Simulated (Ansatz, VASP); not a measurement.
# Rb: VASP beside Ansatz

```
Rb
1.0
    -2.92930    2.92930    2.92930
     2.92930   -2.92930    2.92930
     2.92930    2.92930   -2.92930
Rb
1
Direct
  0.00000 0.00000 0.00000
```

Alike in both runs: task single point; functional PBE; k mesh 10 × 10 × 10; occupations gaussian, width 0.1 eV; no spin polarisation.

|  | VASP | Ansatz |
| --- | --- | --- |
| version | VASP 6.6.1 | Ansatz 0.2.0 |
| potentials or method | VASP PAW PBE potentials, release 64 (Rb_sv), cutoff 520 eV | scalar-relativistic, all-electron LAPW |

```csv
,VASP,Ansatz,Ansatz less VASP
gap on the k mesh at the Fermi level (eV),none,none,-
pressure (GPa),-0.2,-0.2,0.00
```

A gap of «none» marks a metal or a gap that the smearing closes. Ansatz ran all-electron here, and VASP with PAW potentials.
